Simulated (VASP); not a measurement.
# SnO (P4/nmm) in VASP: a series of runs

The runs below take SnO through electric field gradients, with LDA.

Everything below comes from runs of VASP 6.6.1. Logs are shortened: lines on timing, memory, paths and dates and some standing lists are left out, and cuts for length are marked.

## 1. The cell of the first run

It takes space group P4/nmm (No. 129, tetragonal). Conventional cell: a = 3.877 Å, b = 3.877 Å, c = 4.931 Å, α = 90.00°, β = 90.00°, γ = 90.00°. Sn (site symmetry 4mm) has 4 O at 2.27 Å within 3.0 Å. O (site symmetry -4m2) has 4 Sn at 2.27 Å and 4 O at 2.74 Å within 3.0 Å.

## 2. Electric field gradients, LDA (volume scaled by 1.06)

File INCAR:

```
SYSTEM = SnO
PREC = Accurate
ENCUT = 520
EDIFF = 1E-8
ISMEAR = -1
SIGMA = 0.02
LREAL = .FALSE.
LASPH = .TRUE.
NELM = 100
ALGO = Normal
ISIF = 2
LWAVE = .FALSE.
LCHARG = .FALSE.
LEFG = .TRUE.
NBANDS = 28
```

File KPOINTS:

```
regular mesh
0
G
  6 6 5
  0 0 0
```

File POSCAR:

```
SnO
1.0
    3.8765679508      0.0000000000      0.0000000000
    0.0000000000      3.8765679508      0.0000000000
    0.0000000000      0.0000000000      4.9308476092
Sn O
2 2
Direct
    0.0000000000      0.5000000000      0.2385000000
    0.5000000000      0.0000000000      0.7615000000
    0.0000000000      0.0000000000      0.0000000000
    0.5000000000      0.5000000000      0.0000000000
```

Potentials or basis: VASP PAW LDA potentials, release 64 (Sn_d, O).

Run with:

```bash
cat potpaw_LDA.64/Sn_d/POTCAR potpaw_LDA.64/O/POTCAR > POTCAR
mpirun -np 1 vasp_std > vasp.out
```

OUTCAR:

```text
SYSTEM = SnO
   PREC = Accurate
   ENCUT = 520
   EDIFF = 1E-8
   ISMEAR = -1
   LREAL = .FALSE.
   LASPH = .TRUE.
   NELM = 100
   ISIF = 2

 ion  position               nearest neighbor table
   1  0.000  0.500  0.239-   3 2.27   4 2.27   3 2.27   4 2.27   2 3.61   2 3.61   2 3.61   2 3.61

   2  0.500  0.000  0.761-   3 2.27   4 2.27   4 2.27   3 2.27   1 3.61   1 3.61   1 3.61   1 3.61

   3  0.000  0.000  0.000-   1 2.27   2 2.27   1 2.27   2 2.27
   4  0.500  0.500  0.000-   1 2.27   2 2.27   2 2.27   1 2.27

  LATTYP: Found a simple tetragonal cell.
 ALAT       =     3.8765679508
 C/A-ratio  =     1.2719621252

  Lattice vectors:

 A1 = (   3.8765679508,   0.0000000000,   0.0000000000)
 A2 = (   0.0000000000,   3.8765679508,   0.0000000000)
 A3 = (   0.0000000000,   0.0000000000,   4.9308476092)

Analysis of symmetry for initial positions (statically):
=====================================================================
 Subroutine PRICEL returns:
 Original cell was already a primitive cell.

 Routine SETGRP: Setting up the symmetry group for a
 simple tetragonal supercell.

 Subroutine GETGRP returns: Found 16 space group operations
 (whereof  8 operations were pure point group operations)
 out of a pool of 16 trial point group operations.

The static configuration has the point symmetry D_2d.
 The point group associated with its full space group is D_4h.

Analysis of symmetry for dynamics (positions and initial velocities):
=====================================================================
 Subroutine PRICEL returns:
 Original cell was already a primitive cell.

 Routine SETGRP: Setting up the symmetry group for a
 simple tetragonal supercell.

 Subroutine GETGRP returns: Found 16 space group operations
 (whereof  8 operations were pure point group operations)
 out of a pool of 16 trial point group operations.

The dynamic configuration has the point symmetry D_2d.
 The point group associated with its full space group is D_4h.

 Subroutine INISYM returns: Found 16 space group operations
 (whereof  8 operations are pure point group operations),
[... 142 lines left out ...]
  ext. energy  EPLUGINS =         0.00000000
  ---------------------------------------------------
  free energy    TOTEN  =       -25.58137917 eV

  energy without entropy =      -25.58137374  energy(sigma->0) =      -25.58137646

 E-fermi :   6.1156     XC(G=0): -10.3920

 val. band max:        5.9811179756   @ k =   0.0000   0.0000   0.0000
 cond. band min:       6.2597158460   @ k =   0.5000   0.5000   0.0000
 fundamental gap:      0.2785978703
 Fermi energy:         6.1156004229

 k-point     1 :       0.0000    0.0000    0.0000
  band No.  band energies     occupation
      1     -15.5489      2.00000
      2     -15.2282      2.00000
      3     -15.2282      2.00000
      4     -15.2264      2.00000
      5     -15.1919      2.00000
      6     -15.1829      2.00000
[... 733 lines left out ...]
     27      15.0362      0.00000
     28      15.0362      0.00000

 [... further k-points ...]

------------------------ aborting loop because EDIFF is reached ----------------------------------------

  FORCE on cell =-STRESS in cart. coord.  units (eV):
  Direction    XX          YY          ZZ          XY          YZ          ZX
  --------------------------------------------------------------------------------------
  -------------------------------------------------------------------------------------
  Total       -3.5560499     -3.5560499     -2.9630556      0.0000000      0.0000000      0.0000000
  in kB      -76.8886154    -76.8886154    -64.0669431      0.0000000      0.0000000      0.0000000
  external PRESSURE =     -72.6147246 kB  Pullay stress =       0.0000000 kB

 VOLUME and BASIS-vectors are now :
 -----------------------------------------------------------------------------
  energy-cutoff  :      520.00
  volume of cell :       74.10
      direct lattice vectors                 reciprocal lattice vectors
     3.876567951  0.000000000  0.000000000     0.257960137  0.000000000  0.000000000
     0.000000000  3.876567951  0.000000000     0.000000000  0.257960137  0.000000000
     0.000000000  0.000000000  4.930847609     0.000000000  0.000000000  0.202804889

 POSITION                                       TOTAL-FORCE (eV/Angst)
 -----------------------------------------------------------------------------------
      0.00000      1.93828      1.17601         0.000000      0.000000     -0.886554
      1.93828      0.00000      3.75484         0.000000      0.000000      0.886554
      0.00000      0.00000      0.00000         0.000000     -0.000000      0.000000
      1.93828      1.93828      0.00000         0.000000      0.000000      0.000000
 -----------------------------------------------------------------------------------
    total drift:                                0.000000      0.000000     -0.000000

  FREE ENERGIE OF THE ION-ELECTRON SYSTEM (eV)
  ---------------------------------------------------
  free  energy   TOTEN  =       -25.5813791722 eV

  energy  without entropy=      -25.5813737390  energy(sigma->0) =      -25.58137646

 Electric field gradients (V/A^2)
---------------------------------------------------------------------
 ion       V_xx      V_yy      V_zz      V_xy      V_xz      V_yz
---------------------------------------------------------------------
   1      77.453    77.453  -154.906    -0.000    -0.000    -0.000
   2      77.453    77.453  -154.906     0.000     0.000    -0.000
   3      -0.871    -0.871     1.743    -0.000     0.000     0.000
   4      -0.871    -0.871     1.743    -0.000     0.000    -0.000
---------------------------------------------------------------------

 Electric field gradients after diagonalization (V/A^2)
 (convention: |V_zz| > |V_xx| > |V_yy|)
----------------------------------------------------------------------
 ion       V_xx      V_yy      V_zz     asymmetry (V_yy - V_xx)/ V_zz
----------------------------------------------------------------------
   1      77.453    77.453  -154.906       0.000
   2      77.453    77.453  -154.906       0.000
   3      -0.871    -0.871     1.743       0.000
   4      -0.871    -0.871     1.743       0.000
----------------------------------------------------------------------

           NMR quadrupolar parameters

 Cq : quadrupolar parameter    Cq=e*Q*V_zz/h
 eta: asymmetry parameters     (V_yy - V_xx)/ V_zz
 Q  : nuclear electric quadrupole moment in mb (millibarn)
----------------------------------------------------------------------
 ion       Cq(MHz)       eta       Q (mb)
----------------------------------------------------------------------
   1      -0.375       0.000       1.000
   2      -0.375       0.000       1.000
   3       0.004       0.000       1.000
   4       0.004       0.000       1.000
----------------------------------------------------------------------
```

OSZICAR:

```text
N       E                     dE             d eps       ncg     rms          rms(c)
DAV:   1     0.411667665773E+03    0.41167E+03   -0.19956E+04  1748   0.214E+03
DAV:   2     0.330690611939E+02   -0.37860E+03   -0.36268E+03  1768   0.533E+02
DAV:   3    -0.263151812296E+02   -0.59384E+02   -0.58167E+02  1888   0.179E+02
DAV:   4    -0.292223078252E+02   -0.29071E+01   -0.28895E+01  1928   0.422E+01
DAV:   5    -0.292958681598E+02   -0.73560E-01   -0.73550E-01  1828   0.726E+00    0.114E+01
DAV:   6    -0.257611546494E+02    0.35347E+01   -0.17691E+01  2700   0.470E+01    0.536E+00
DAV:   7    -0.256409966786E+02    0.12016E+00   -0.22957E+00  1964   0.898E+00    0.243E+00
DAV:   8    -0.255949099077E+02    0.46087E-01   -0.35583E-01  1796   0.364E+00    0.761E-01
DAV:   9    -0.255810314350E+02    0.13878E-01   -0.41349E-02  2732   0.192E+00    0.225E-01
DAV:  10    -0.255819042411E+02   -0.87281E-03   -0.71948E-03  2404   0.726E-01    0.160E-01
DAV:  11    -0.255813598546E+02    0.54439E-03   -0.23975E-03  2592   0.409E-01    0.153E-02
DAV:  12    -0.255813798323E+02   -0.19978E-04   -0.23327E-04  1740   0.100E-01    0.188E-02
DAV:  13    -0.255813794433E+02    0.38901E-06   -0.10662E-05  2048   0.235E-02    0.781E-03
DAV:  14    -0.255813792213E+02    0.22195E-06   -0.19028E-06  2104   0.969E-03    0.135E-03
DAV:  15    -0.255813791770E+02    0.44306E-07   -0.21569E-07  1924   0.340E-03    0.109E-03
DAV:  16    -0.255813791722E+02    0.48876E-08   -0.26686E-08  1668   0.108E-03
   1 F= -.25581379E+02 E0= -.25581376E+02  d E =-.543312E-05
```

Wall time 38 s (1 thread of AMD EPYC 9R45 (Zen 5), shared host); peak memory 0.15 GiB.

What came out:

* Free energy: -25.5814 eV
* Pressure: -7.3 GPa
* Largest force: 0.887 eV/Å
* Band gap on the k mesh: 0.28 eV, indirect (least direct gap 2.00 eV)

Forces in eV/Å, atoms in the order of the input:
```
Sn   0.000  0.000 -0.887
Sn   0.000  0.000  0.887
O    0.000  0.000  0.000
O    0.000  0.000  0.000
```

Levels at points of the mesh, in eV from the valence-band top:
```tsv
k point	band 17	band 18	band 19	band 20	band 21	band 22	band 23	band 24
(0.00, 0.00, 0.00)	-3.03	-2.73	-2.73	0.00	2.00	4.32	4.67	4.67
(0.50, 0.00, 0.00)	-4.33	-4.33	-2.39	-2.39	3.10	3.10	5.76	5.76
(0.50, 0.50, 0.00)	-2.09	-2.09	-1.75	-1.75	0.28	0.28	4.48	4.48
```

Electric field gradients, principal values (V/Å²):
```
atom   least  middle  greatest (by size)
1 Sn  77.453  77.453            -154.906
2 Sn  77.453  77.453            -154.906
 3 O  -0.871  -0.871               1.743
 4 O  -0.871  -0.871               1.743
```

Caveat: without QUAD_EFG the Cq values of the log hold for a quadrupole moment of 1 mb, not for the nuclei; spin-orbit coupling is left out, which moves the levels of the heavy elements. A k mesh can miss the band edges.

(Continued in part 2 of 3.)
